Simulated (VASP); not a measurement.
# Al2O3 (R-3c) in VASP: relaxation of cell and atoms with r2SCAN

Aim: the relaxation of cell and atoms of Al2O3 with r2SCAN.

Everything below comes from runs of VASP 6.6.1. Logs are shortened: lines on timing, memory, paths and dates and some standing lists are left out, and cuts for length are marked.

## 1. The cell of the first run

Symmetry: R-3c, No. 167, trigonal system. The conventional cell has a = 4.809 Å, b = 4.809 Å, c = 13.125 Å, α = 90.00°, β = 90.00°, γ = 120.00°. Within 2.5 Å of Al (site symmetry 3) lie 6 O at 1.87 to 1.99 Å. Within 2.9 Å of O (site symmetry 2) lie 4 Al at 1.87 to 1.99 Å and 12 O at 2.55 to 2.90 Å.

## 2. Relaxation of cell and atoms, r2SCAN

Contents of POSCAR:

```
Al2O3
1.0
    2.4042988044      1.3881225619      4.3749117461
   -2.4042988044      1.3881225619      4.3749117461
    0.0000000000     -2.7762451238      4.3749117461
Al O
4 6
Direct
    0.1478748935      0.1478748935      0.1478748935
    0.3521251065      0.3521251065      0.3521251065
    0.6478748935      0.6478748935      0.6478748935
    0.8521251065      0.8521251065      0.8521251065
    0.9438371957      0.5561628043      0.2500000000
    0.4438371957      0.7500000000      0.0561628043
    0.5561628043      0.2500000000      0.9438371957
    0.2500000000      0.9438371957      0.5561628043
    0.7500000000      0.0561628043      0.4438371957
    0.0561628043      0.4438371957      0.7500000000
```

Contents of INCAR.step1:

```
ALGO     = Normal         # electronic algorithm
EDIFF    = 1E-4           # SCF threshold, eV
ENCUT    = 600            # plane-wave cutoff, eV
GGA      = PE             # functional
ISMEAR   = -1             # smearing method
LASPH    = True           # aspherical terms in the spheres
LCHARG   = False          # write CHGCAR
LREAL    = False          # projectors in reciprocal space
LWAVE    = True           # write WAVECAR
NELM     = 80             # most SCF steps
PREC     = Accurate       # precision mode
SIGMA    = 0.02           # smearing width, eV
```

Contents of INCAR.step2:

```
ALGO     = Normal         # electronic algorithm
EDIFF    = 1E-6           # SCF threshold, eV
EDIFFG   = -0.005         # ionic threshold
ENCUT    = 600            # plane-wave cutoff, eV
IBRION   = 2              # ionic algorithm
ISIF     = 3              # what is computed and relaxed
ISMEAR   = -1             # smearing method
ISTART   = 1            
LASPH    = True           # aspherical terms in the spheres
LCHARG   = False          # write CHGCAR
LMIXTAU  = True         
LREAL    = False          # projectors in reciprocal space
LWAVE    = False          # write WAVECAR
METAGGA  = R2SCAN         # meta-GGA
NELM     = 80             # most SCF steps
NSW      = 80             # ionic steps
PREC     = Accurate       # precision mode
SIGMA    = 0.02           # smearing width, eV
```

Contents of KPOINTS:

```
k-points
0
Gamma
  6 6 6
```

Potentials or basis: VASP PAW PBE potentials, release 64 (Al, O).

On the command line:

```bash
$ cat potpaw_PBE.64/Al/POTCAR potpaw_PBE.64/O/POTCAR > POTCAR
$ cp INCAR.step1 INCAR
$ mpirun -np 1 vasp_std > vasp.out
$ cp INCAR.step2 INCAR
$ mpirun -np 1 vasp_std > vasp.out
```

OUTCAR:

```text
EDIFF = 1E-6
   EDIFFG = -0.005
   ENCUT = 600
   IBRION = 2
   ISIF = 3
   ISMEAR = -1
   ISTART = 1
   LASPH = True
   LREAL = False
   METAGGA = R2SCAN
   NELM = 80
   NSW = 80
   PREC = Accurate

 ion  position               nearest neighbor table
   1  0.148  0.148  0.148-   9 1.87  10 1.87   6 1.87   7 1.99   8 1.99   5 1.99   2 2.68   4 2.82
                             4 2.82   4 2.82   2 3.25   2 3.25   2 3.25
   2  0.352  0.352  0.352-   6 1.87  10 1.87   9 1.87   7 1.99   8 1.99   5 1.99   1 2.68   3 2.82
                             3 2.82   3 2.82   1 3.25   1 3.25   1 3.25
   3  0.648  0.648  0.648-   7 1.87   5 1.87   8 1.87   6 1.99   9 1.99  10 1.99   4 2.68   2 2.82
                             2 2.82   2 2.82   4 3.25   4 3.25   4 3.25
   4  0.852  0.852  0.852-   8 1.87   5 1.87   7 1.87   6 1.99   9 1.99  10 1.99   3 2.68   1 2.82
                             1 2.82   1 2.82   3 3.25   3 3.25   3 3.25
   5  0.944  0.556  0.250-   3 1.87   4 1.87   1 1.99   2 1.99
   6  0.444  0.750  0.056-   2 1.87   1 1.87   3 1.99   4 1.99
   7  0.556  0.250  0.944-   3 1.87   4 1.87   1 1.99   2 1.99
   8  0.250  0.944  0.556-   4 1.87   3 1.87   1 1.99   2 1.99
   9  0.750  0.056  0.444-   1 1.87   2 1.87   3 1.99   4 1.99
  10  0.056  0.444  0.750-   1 1.87   2 1.87   3 1.99   4 1.99

  LATTYP: Found a trigonal (rhomboedric) cell.
 ALAT       =     5.1814466874
 COS(alpha) =     0.5693694777

  Lattice vectors:

 A1 = (   2.4042988044,   1.3881225619,   4.3749117461)
 A2 = (  -2.4042988044,   1.3881225619,   4.3749117461)
 A3 = (   0.0000000000,  -2.7762451238,   4.3749117461)

Analysis of symmetry for initial positions (statically):
=====================================================================
 Subroutine PRICEL returns:
 Original cell was already a primitive cell.

 Routine SETGRP: Setting up the symmetry group for a
 trigonal (rhombohedral) supercell.

 Subroutine GETGRP returns: Found 12 space group operations
 (whereof  6 operations were pure point group operations)
 out of a pool of 12 trial point group operations.

The static configuration has the point symmetry S_6 .
 The point group associated with its full space group is D_3d.

Analysis of symmetry for dynamics (positions and initial velocities):
=====================================================================
 Subroutine PRICEL returns:
 Original cell was already a primitive cell.

 Routine SETGRP: Setting up the symmetry group for a
 trigonal (rhombohedral) supercell.

 Subroutine GETGRP returns: Found 12 space group operations
 (whereof  6 operations were pure point group operations)
 out of a pool of 12 trial point group operations.

The dynamic configuration has the point symmetry S_6 .
 The point group associated with its full space group is D_3d.
[... 141 lines left out ...]
   LHFCALC =     F    Hartree Fock is set to
   AEXX    =    0.0000 exact exchange contribution
   IVDW    =     0    specifies the selected vdW correction
   LEPSILON=     F    determine dielectric tensor
   LRPA    =     F    only Hartree local field effects (RPA)
 conjugate gradient relaxation of ions
 non-spin polarized calculation
  energy-cutoff  :      600.00
  volume of cell :       87.61
 maximum number of plane-waves:      2964
 NGX is ok and might be reduce to    42
   NGX = 21   NGY = 21   NGZ = 21

--------------------------------------- Ionic step        1  -------------------------------------------

 number of electron      47.9999999 magnetization

 Free energy of the ion-electron system (eV)
  ---------------------------------------------------
  ext. energy  EPLUGINS =         0.00000000
  ---------------------------------------------------
  free energy    TOTEN  =       -96.22524560 eV

  energy without entropy =      -96.22524560  energy(sigma->0) =      -96.22524560

------------------------ aborting loop because EDIFF is reached ----------------------------------------

  FORCE on cell =-STRESS in cart. coord.  units (eV):
  Direction    XX          YY          ZZ          XY          YZ          ZX
  --------------------------------------------------------------------------------------
  -------------------------------------------------------------------------------------
  Total       -4.5854185     -4.5854185     -4.3500869      0.0000000     -0.0000000     -0.0000000
  in kB      -83.8595941    -83.8595941    -79.5557750      0.0000000     -0.0000000     -0.0000000
  external PRESSURE =     -82.4249877 kB  Pullay stress =       0.0000000 kB
[... 113 lines left out ...]
  FREE ENERGIE OF THE ION-ELECTRON SYSTEM (eV)
  ---------------------------------------------------
  free  energy   TOTEN  =       -96.3040735357 eV

  energy  without entropy=      -96.3040735357  energy(sigma->0) =      -96.30407354

[... ionic steps 4 to 7 ...]

--------------------------------------- Ionic step        8  -------------------------------------------

 number of electron      48.0000002 magnetization

------------------------ aborting loop because EDIFF is reached ----------------------------------------
[... 83 lines left out ...]
--------------------------------------- Ionic step       10  -------------------------------------------

 number of electron      48.0000002 magnetization

 Free energy of the ion-electron system (eV)
  ---------------------------------------------------
  ext. energy  EPLUGINS =         0.00000000
  ---------------------------------------------------
  free energy    TOTEN  =       -96.30447959 eV

  energy without entropy =      -96.30447959  energy(sigma->0) =      -96.30447959

 E-fermi :   6.2741     XC(G=0): -12.2468

 val. band max:        5.7725430266   @ k =   0.0000   0.0000   0.0000
 cond. band min:      12.9753703189   @ k =   0.0000   0.0000   0.0000
 fundamental gap:      7.2028272923
 Fermi energy:         6.2741247643

 k-point     1 :       0.0000    0.0000    0.0000
  band No.  band energies     occupation
      1     -14.4569      2.00000
      2     -12.1529      2.00000
      3     -11.8754      2.00000
      4     -11.8754      2.00000
      5     -11.5644      2.00000
      6     -11.5644      2.00000
[... 781 lines left out ...]
     29      17.4014      0.00000
     30      18.0467      0.00000

 [... further k-points ...]

------------------------ aborting loop because EDIFF is reached ----------------------------------------

  FORCE on cell =-STRESS in cart. coord.  units (eV):
  Direction    XX          YY          ZZ          XY          YZ          ZX
  --------------------------------------------------------------------------------------
  -------------------------------------------------------------------------------------
  Total        0.0077708      0.0077708      0.0169723      0.0000000     -0.0000000      0.0000000
  in kB        0.1470403      0.1470403      0.3211522      0.0000000     -0.0000000      0.0000000
  external PRESSURE =       0.2050776 kB  Pullay stress =       0.0000000 kB
[... 25 lines left out ...]
  FREE ENERGIE OF THE ION-ELECTRON SYSTEM (eV)
  ---------------------------------------------------
  free  energy   TOTEN  =       -96.3044795877 eV

  energy  without entropy=      -96.3044795877  energy(sigma->0) =      -96.30447959

 reached required accuracy - stopping structural energy minimisation
```

OUTCAR.step1:

```text
EDIFF = 1E-4
   ENCUT = 600
   GGA = PE
   ISMEAR = -1
   LASPH = True
   LREAL = False
[... 1050 lines left out ...]
     -1.66819      0.11315      7.65610         0.000366     -0.000633      0.000000
      1.66819     -0.11315      5.46864        -0.000366      0.000633      0.000000
     -0.93209     -1.38812      5.46864         0.000731     -0.000000     -0.000000
 -----------------------------------------------------------------------------------
    total drift:                                0.000000      0.000000     -0.000000

  FREE ENERGIE OF THE ION-ELECTRON SYSTEM (eV)
  ---------------------------------------------------
  free  energy   TOTEN  =       -74.8322895664 eV

  energy  without entropy=      -74.8322895664  energy(sigma->0) =      -74.83228957
```

OSZICAR.step1:

```text
N       E                     dE             d eps       ncg     rms          rms(c)
DAV:   1     0.277916849179E+03    0.27792E+03   -0.28021E+04  1920   0.171E+03
DAV:   2    -0.677508023079E+02   -0.34567E+03   -0.33478E+03  2556   0.330E+02
DAV:   3    -0.826588032431E+02   -0.14908E+02   -0.14862E+02  2298   0.758E+01
DAV:   4    -0.827928992509E+02   -0.13410E+00   -0.13394E+00  2298   0.811E+00
DAV:   5    -0.827947848001E+02   -0.18855E-02   -0.18853E-02  2238   0.967E-01    0.174E+01
DAV:   6    -0.747821046523E+02    0.80127E+01   -0.35799E+01  2202   0.331E+01    0.597E+00
DAV:   7    -0.748096572253E+02   -0.27553E-01   -0.65442E-01  2256   0.467E+00    0.321E+00
DAV:   8    -0.748260406593E+02   -0.16383E-01   -0.68493E-02  2250   0.231E+00    0.683E-01
DAV:   9    -0.748316906826E+02   -0.56500E-02   -0.13509E-02  2286   0.779E-01    0.301E-01
DAV:  10    -0.748323469591E+02   -0.65628E-03   -0.10308E-03  2262   0.215E-01    0.666E-02
DAV:  11    -0.748322895664E+02    0.57393E-04   -0.52460E-04  2260   0.134E-01
   1 F= -.74832290E+02 E0= -.74832290E+02  d E =-.163125E-10
```

Wall time 20 min (1 thread of Intel Xeon 6975P-C (Granite Rapids), shared host); peak memory 0.33 GiB.

Results:

```
Free energy                           : -96.3045 eV
Relaxed volume                        : 8.47 Å³/atom
Relaxed cell                          : a = 5.124 Å, b = 5.124 Å, c = 5.124 Å, α = 55.28°, β = 55.28°, γ = 55.28°
Space group after relaxing (to 0.1 Å) : R-3c (No. 167)
Energy gained by relaxing             : 7.9 meV/atom
Ionic steps                           : 10
Pressure after relaxing               : 0.0 GPa
Band gap on the k mesh                : 7.20 eV
```

Step by step:
| step | energy change (eV) | largest force (eV/Å) | pressure (GPa) | volume (Å³) |
| --- | --- | --- | --- | --- |
| 1 | 0.0000 | 0.0427 | -8.24 | 87.61 |
| 2 | -0.0074 | 0.0921 | 8.90 | 82.02 |
| 3 | -0.0788 | 0.0489 | 0.07 | 84.67 |
| 4 | -0.0788 | 0.0488 | -0.12 | 84.73 |
| 5 | -0.0792 | 0.0077 | -0.12 | 84.71 |
| 6 | -0.0792 | 0.0074 | -0.12 | 84.71 |
| 7 | -0.0792 | 0.0024 | 0.10 | 84.64 |
| 8 | -0.0792 | 0.0028 | 0.08 | 84.65 |
| 9 | -0.0792 | 0.0035 | 0.05 | 84.66 |
| 10 | -0.0792 | 0.0017 | 0.02 | 84.67 |

Final structure:
```cif
data_structure
_symmetry_space_group_name_H-M 'P 1'
_symmetry_Int_Tables_number 1
_cell_length_a 5.1235
_cell_length_b 5.1235
_cell_length_c 5.1235
_cell_angle_alpha 55.281
_cell_angle_beta 55.281
_cell_angle_gamma 55.281
_cell_volume 84.67
loop_
_atom_site_label
_atom_site_type_symbol
_atom_site_fract_x
_atom_site_fract_y
_atom_site_fract_z
_atom_site_occupancy
Al1 Al 0.14816 0.14816 0.14816 1
Al2 Al 0.35184 0.35184 0.35184 1
Al3 Al 0.64816 0.64816 0.64816 1
Al4 Al 0.85184 0.85184 0.85184 1
O1 O 0.94373 0.55627 0.25000 1
O2 O 0.44373 0.75000 0.05627 1
O3 O 0.55627 0.25000 0.94373 1
O4 O 0.25000 0.94373 0.55627 1
O5 O 0.75000 0.05627 0.44373 1
O6 O 0.05627 0.44373 0.75000 1
```

Levels at points of the mesh, in eV from the valence-band top:
| k point | band 20 | band 21 | band 22 | band 23 | band 24 | band 25 | band 26 | band 27 | band 28 | band 29 |
| --- | --- | --- | --- | --- | --- | --- | --- | --- | --- | --- |
| (0.00, 0.00, 0.00) | -0.52 | -0.52 | -0.05 | -0.05 | 0.00 | 7.20 | 10.14 | 12.00 | 12.62 | 12.62 |
| (0.50, 0.00, 0.00) | -1.35 | -0.94 | -0.94 | -0.29 | -0.29 | 10.47 | 10.47 | 10.76 | 10.76 | 12.81 |
| (0.50, 0.50, 0.00) | -1.34 | -1.05 | -0.92 | -0.78 | -0.27 | 10.61 | 10.83 | 10.95 | 11.50 | 12.26 |
| (0.50, 0.50, 0.50) | -2.06 | -0.40 | -0.40 | -0.40 | -0.40 | 9.67 | 9.67 | 12.21 | 12.21 | 13.75 |

Caveat: the PAW data sets were made with another functional, which shifts forces and pressure a little. A k mesh can miss the band edges.
